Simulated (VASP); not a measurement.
Ga2O3, 10 atoms in the cell. The structure is monoclinic, space group C2/m (No. 12). Conventional cell: a = 12.455 Å, b = 3.084 Å, c = 5.878 Å, α = 90.00°, β = 103.70°, γ = 90.00°. Within 2.5 Å of Ga (site symmetry m) lie 4 O at 1.86 to 1.90 Å. Within 2.6 Å of Ga (site symmetry m) lie 6 O at 1.97 to 2.11 Å. Within 2.5 Å of O (site symmetry m) lie 3 Ga at 1.86 to 1.97 Å. O (site symmetry m) has 4 Ga at 1.90 to 2.11 Å within 2.5 Å. Within 2.5 Å of O (site symmetry m) lie 3 Ga at 1.86 to 1.97 Å. 

```yaml
Program: VASP 6.6.1
Task: single point
Functional: PBE
Potentials_or_basis: VASP PAW PBE potentials, release 64 (Ga_d, O)
Cutoff: 520 eV
k_mesh: 10 × 10 × 6
Occupations: gaussian, width 0.02 eV
Spin: no spin polarisation
Dipole_correction: no
Further_INCAR_settings: ALGO = Normal; EDIFF = 1e-06; NBANDS = 55
```

Potentials or basis: VASP PAW PBE potentials, release 64 (Ga_d, O).

Launch:

```console
$ cat potpaw_PBE.64/Ga_d/POTCAR potpaw_PBE.64/O/POTCAR > POTCAR
$ mpirun -np 2 vasp_std > vasp.out
```

Hardware: 2 MPI ranks on AMD EPYC 9R14 (Zen 4), on a shared host.

Problem. Estimate the wall time of this run.

Solution. Wall time 11 min on 2 MPI ranks on AMD EPYC 9R14 (Zen 4), with other jobs on the host, peak memory 0.81 GiB a rank. Counts: scf iterations 15, k points 172.
